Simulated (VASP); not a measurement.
Input of a VASP 6.6.1 run:

The input INCAR:

```
PREC = Accurate ; ENCUT = 520
EDIFF = 1E-7 ; ISMEAR = 0
SIGMA = 0.1 ; LREAL = False
LASPH = True ; NELM = 80
ALGO = Normal ; ISIF = 2
LWAVE = False ; LCHARG = False
GGA = PE ; NBANDS = 31
```

Contents of KPOINTS:

```
Automatic mesh
0
Gamma
  4 4 4
```

The input POSCAR:

```
Al3GaSb4
1.0
    6.2095651512     -0.0030695281      0.0017763563
   -0.0032359397      6.2289866700     -0.0018504414
   -3.1012455213     -3.1150190179      6.2127205126
Al Ga Sb
3 1 4
Direct
    0.5004200008      0.5003878193      0.0001057219
    0.7502698208      0.2500223810      0.5004654710
    0.2495249176      0.7497832107      0.4997394415
    0.0001559668     -0.0001916602      0.0000149017
    0.6247948689      0.6251551821      0.7496112613
    0.1252376629      0.1251586868      0.7502065765
    0.3749264420      0.8750548715      0.2500835442
    0.8746703202      0.3746295087      0.2497730818
```

Potentials or basis: VASP PAW PBE potentials, release 64 (Al, Ga_d, Sb).

Launch:

```sh
$ cat potpaw_PBE.64/Al/POTCAR potpaw_PBE.64/Ga_d/POTCAR potpaw_PBE.64/Sb/POTCAR > POTCAR
$ mpirun -np 1 vasp_std > vasp.out
```

Task: What does it give for the pressure?

Result: 0.3 GPa.

Task: Estimate the largest force.

Result: 0.024 eV/Å.

Task: Estimate the band gap on the k mesh.

Result: 0.73 eV (least direct gap 0.82 eV).

Stress tensor (GPa, compression positive):
```
 0.31  0.04 -0.02
 0.04  0.19  0.02
-0.02  0.02  0.28
```

Caveat: semilocal functionals underestimate gaps, and a narrow one can read as zero; spin-orbit coupling is left out, which moves the levels of the heavy elements. A k mesh can miss the band edges.
